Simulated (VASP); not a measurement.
Wanted: the native input for a VASP 6.6.1 run.

```
Task                   : single point
Functional             : r2SCAN
Potentials or basis    : VASP PAW PBE potentials, release 64 (Ga_d, Sb)
Cutoff                 : 520 eV
k mesh                 : 8 × 8 × 8
Occupations            : gaussian, width 0.01 eV
Spin                   : no spin polarisation
Dipole correction      : no
Further INCAR settings : ALGO = Normal; EDIFF = 1e-06; NBANDS = 16
```

The system is GaSb.

```
Ga Sb
1.0
     0.00000    3.18851    2.96193
     3.18851    0.00000    2.96193
     3.18851    3.18851    0.00000
Ga Sb
1 1
Direct
  0.00000 0.00000 0.00000
  0.25000 0.25000 0.25000
```

This cell differs from its parent crystal: epitaxial xy strain +4.0%.

These files were run (other wordings do the same):

POSCAR

```
GaSb
1.0
    0.0000000000      3.1885139520      2.9619314129
    3.1885139520      0.0000000000      2.9619314129
    3.1885139520      3.1885139520      0.0000000000
Ga Sb
1 1
Direct
    0.0000000000      0.0000000000      0.0000000000
    0.2500000000      0.2500000000      0.2500000000
```

INCAR.step1

```
  ALGO = Normal
  EDIFF = 1E-4
  ENCUT = 520
  GGA = PE
  ISMEAR = 0
  LASPH = True
  LCHARG = False
  LREAL = False
  LWAVE = True
  NBANDS = 16
  NELM = 60
  PREC = Accurate
  SIGMA = 0.01
```

INCAR.step2

```
  ALGO = Normal
  EDIFF = 1E-6
  ENCUT = 520
  ISIF = 2
  ISMEAR = 0
  ISTART = 1
  LASPH = True
  LCHARG = False
  LMIXTAU = True
  LREAL = False
  LWAVE = False
  METAGGA = R2SCAN
  NBANDS = 16
  NELM = 60
  PREC = Accurate
  SIGMA = 0.01
```

KPOINTS

```
k-points
0
Gamma
  8 8 8
```

Potentials or basis: VASP PAW PBE potentials, release 64 (Ga_d, Sb).

Run with:

```console
$ cat potpaw_PBE.64/Ga_d/POTCAR potpaw_PBE.64/Sb/POTCAR > POTCAR
$ cp INCAR.step1 INCAR
$ mpirun -np 1 vasp_std > vasp.out
$ cp INCAR.step2 INCAR
$ mpirun -np 1 vasp_std > vasp.out
```

It gave:

```yaml
Pressure: -2.0 GPa
Band_gap_on_the_k_mesh: 0.22 eV, direct
```

Caveat: the cell differs from its parent crystal (epitaxial xy strain +4.0%); the PAW data sets were made with another functional, which shifts forces and pressure a little; spin-orbit coupling is left out, which moves the levels of the heavy elements.

Wall time 3.1 min on 1 thread of AMD EPYC 7R43 64-Core Processor (Zen 3), with other jobs on the host, peak memory 0.19 GiB.
